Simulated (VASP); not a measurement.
A run of VASP 6.6.1 is set up as follows.

File INCAR:

```
SYSTEM = Cu
ALGO = Normal
EDIFF = 1E-6
EDIFFG = -0.005
ENCUT = 600
GGA = PE
IBRION = 2
ISIF = 3
ISMEAR = -1
LASPH = .TRUE.
LCHARG = .FALSE.
LREAL = .FALSE.
LWAVE = .FALSE.
NELM = 60
NSW = 32
PREC = Accurate
PSTRESS = 200.0
SIGMA = 0.1
```

KPOINTS

```
k-points
0
G
  18 18 17
  0 0 0
```

The input POSCAR:

```
Cu
1.0
    2.3922642305      0.0000000000      0.0000000000
   -1.1961321153      2.0717615962      0.0000000000
    0.0000000000      0.0000000000      2.3182186818
Cu
1
Direct
    0.0000000000      0.0000000000      0.0000000000
```

Potentials or basis: VASP PAW PBE potentials, release 64 (Cu).

Command:

```sh
$ cat potpaw_PBE.64/Cu/POTCAR > POTCAR
$ mpirun -np 1 vasp_std > vasp.out
```

(1) Estimate the relaxed volume.

(2) Estimate the relaxed cell.

## Answers

(1) 11.52 Å³/atom.

(2) a = 2.395 Å, b = 2.395 Å, c = 2.319 Å, α = 90.00°, β = 90.00°, γ = 120.00°.

Caveat: the cell is relaxed towards a set pressure, so the enthalpy falls and the energy may rise.
